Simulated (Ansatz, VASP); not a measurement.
# ScNb2O3: VASP beside Ansatz

```xyz
6
Lattice="3.2961 0.0000 0.0000 0.0000 3.2961 0.0000 0.0000 0.0000 7.2616" Properties=species:S:1:pos:R:3 pbc="T T T"
Sc    0.0000    0.0000    0.0000
Nb    0.0000    1.6480    5.3119
Nb    1.6480    0.0000    1.9497
O     0.0000    1.6480    2.7848
O     1.6480    0.0000    4.4768
O     1.6480    1.6480    0.0000
```

Change from the starting cell: species swapped into the Ti2CuSb3 type (P-4m2, No. 115).

Alike in both runs: task relaxation of cell and atoms; functional PBE; k mesh 6 × 6 × 4; occupations gaussian, width 0.1 eV; no spin polarisation.

|  | VASP | Ansatz |
| --- | --- | --- |
| version | VASP 6.6.1 | Ansatz 0.2.0 |
| potentials or method | VASP PAW PBE potentials, release 64 (Sc_sv, Nb_sv, O), cutoff 600 eV | scalar-relativistic, plane waves, PAW |
| valence electrons in the cell | 55 | 55 |

|  | VASP | Ansatz | Ansatz less VASP |
| --- | --- | --- | --- |
| gap on the k mesh at the Fermi level, each at its own relaxed structure (eV) | none | none | - |
| relaxed volume (Å³/atom) | 13.24 | 13.39 | +0.148 |
| relaxed cell length with the largest relative difference (Å) | 8.931 | 9.041 | +0.1096 |

A gap of «none» marks a metal or a gap that the smearing closes.
